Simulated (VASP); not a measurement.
Runs of VASP 6.6.1 on Yb. The structure is that of space group P6_3/mmc (No. 194), or close to it. The cells are those of the table. This isn't the form of Yb at room conditions, which is fcc.

```tsv
level	spin	fixed moment (μB)	cell	k mesh	gap on the mesh (eV)	pressure (GPa)	moment (μB)
PBEsol	collinear, zero start	0.0	a = 3.880, b = 3.880, c = 6.386 Å, angles 90.0, 90.0, 120.0°, 2 atoms	7 × 7 × 4	-	-1.6	0.00
PBEsol	collinear, ferromagnetic start	0.5	a = 3.880, b = 3.880, c = 6.386 Å, angles 90.0, 90.0, 120.0°, 2 atoms	7 × 7 × 4	-	-0.5	0.50
LDA	collinear, ferromagnetic start	-	a = 3.455, b = 3.455, c = 5.597 Å, angles 90.0, 90.0, 120.0°, 2 atoms	6 × 6 × 3	none	-1.1	0.00
PBEsol	collinear, ferromagnetic start	4.0	a = 3.880, b = 3.880, c = 6.386 Å, angles 90.0, 90.0, 120.0°, 2 atoms	7 × 7 × 4	-	-3.7	4.00
PBEsol	collinear, ferromagnetic start	2.5	a = 3.880, b = 3.880, c = 6.386 Å, angles 90.0, 90.0, 120.0°, 2 atoms	7 × 7 × 4	-	-3.8	2.50
PBEsol	collinear, ferromagnetic start	3.0	a = 3.880, b = 3.880, c = 6.386 Å, angles 90.0, 90.0, 120.0°, 2 atoms	7 × 7 × 4	-	-3.7	3.00
LDA	collinear, ferromagnetic start	-	a = 3.880, b = 3.880, c = 6.386 Å, angles 90.0, 90.0, 120.0°, 2 atoms	8 × 8 × 4	none	(a)	0.00
PBEsol	off	-	a = 3.880, b = 3.880, c = 6.386 Å, angles 90.0, 90.0, 120.0°, 2 atoms	8 × 8 × 4	none	(b)	-
```

Alike in all rows: task single point; potentials or basis VASP PAW PBE potentials, release 64 (Yb); cutoff (eV) 520; smearing fermi-dirac 0.05 eV.

**Question.** Estimate the missing entries.

**Answer.** (a) -5.2; (b) -2.9.

Caveats: some runs use coarse meshes; the PAW data sets were made with another functional, which shifts forces and pressure a little; spin-orbit coupling is left out, which moves the levels of the heavy elements; the total moment is fixed, so each spin has its own Fermi level (at least some runs); the cell stands under tension (at least some runs).

A k mesh can miss the band edges, and the runs leave out spin-orbit coupling on Yb.

A gap of «none» marks levels without a gap at the run's occupations.
